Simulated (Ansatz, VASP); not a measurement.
# Two plane-wave programs on Mg

The input POSCAR:

```
Mg
1.0
    3.2305542618      0.0000000000      0.0000000000
   -1.6152771309      2.7977420591      0.0000000000
    0.0000000000      0.0000000000      5.2448063036
Mg
2
Direct
    0.6666666667      0.3333333333      0.7500000000
    0.3333333333      0.6666666667      0.2500000000
```

File INCAR.step1:

```
SYSTEM = Mg
PREC     = Accurate       ! precision mode
ENCUT    = 520            ! plane-wave cutoff, eV
ISMEAR   = -1             ! smearing method
SIGMA    = 0.05           ! smearing width, eV
LREAL    = .False.        ! projectors in reciprocal space
LASPH    = .True.         ! aspherical terms in the spheres
NELM     = 80             ! most SCF steps
NBANDS   = 9              ! bands
GGA      = PE             ! functional
ALGO     = Normal         ! electronic algorithm
EDIFF    = 1E-4           ! SCF threshold, eV
LWAVE    = .True.         ! write WAVECAR
LCHARG   = .False.        ! write CHGCAR
```

Contents of INCAR.step2:

```
SYSTEM = Mg
PREC     = Accurate       ! precision mode
ENCUT    = 520            ! plane-wave cutoff, eV
EDIFF    = 1E-6           ! SCF threshold, eV
ISMEAR   = -1             ! smearing method
SIGMA    = 0.05           ! smearing width, eV
LREAL    = .False.        ! projectors in reciprocal space
LASPH    = .True.         ! aspherical terms in the spheres
NELM     = 80             ! most SCF steps
ALGO     = Normal         ! electronic algorithm
ISIF     = 2              ! what is computed and relaxed
LWAVE    = .False.        ! write WAVECAR
LCHARG   = .False.        ! write CHGCAR
METAGGA  = R2SCAN         ! meta-GGA
LMIXTAU  = .True.       
IVDW     = 13             ! dispersion correction
VDW_S6   = 1.0          
VDW_S8   = 0.6018749    
VDW_A1   = 0.51559235   
VDW_A2   = 5.77342911   
NBANDS   = 9              ! bands
ISTART   = 1
```

KPOINTS

```
regular mesh
0
Gamma
  10 10 5
  0 0 0
```

The input input.yaml:

```yaml
crystal:
  lattice:
    - [3.2305542618, 0.0, 0.0]
    - [-1.6152771309, 2.7977420591, 0.0]
    - [0.0, 0.0, 5.2448063036]
  atoms:
    - { symbol: Mg, position: [0.6666666667, 0.3333333333, 0.75] }
    - { symbol: Mg, position: [0.3333333333, 0.6666666667, 0.25] }
hamiltonian:
  xc: r2scan
  pseudopotentials: { kind: paw }
  dispersion: d4
kpoints:
  mp_grid: { grid: [10, 10, 5] }
scf:
  occupations: { method: fermi_dirac, width: 0.05 }
output:
  forces: true
  stress: true
  eigenvalues: true
```

Alike in both runs: task single point; functional r2SCAN; dispersion D4; k mesh 10 × 10 × 5; occupations fermi-dirac, width 0.05 eV; no spin polarisation.

|  | VASP | Ansatz |
| --- | --- | --- |
| version | VASP 6.6.1 | Ansatz 0.2.0 |
| potentials or method | VASP PAW PBE potentials, release 64 (Mg) | Ansatz PAW |
| plane-wave cutoff (eV) | 520 | 500 |
| valence electrons in the cell | 4 | 20 |

|  | VASP | Ansatz | Ansatz less VASP |
| --- | --- | --- | --- |
| gap on the k mesh at the Fermi level (eV) | none | none | - |
| pressure (GPa) | -2.3 | -2.1 | +0.25 |
| traceless stress, the component that is largest in VASP (GPa) | 0.58 | 0.58 | -0.007 |

VASP's potentials were made for PBE, not for r2SCAN. A gap of «none» marks a metal or a gap that the smearing closes. VASP's potentials hold 4 valence electrons a cell and Ansatz's 20, so a difference there can come from the potentials and not from the codes.
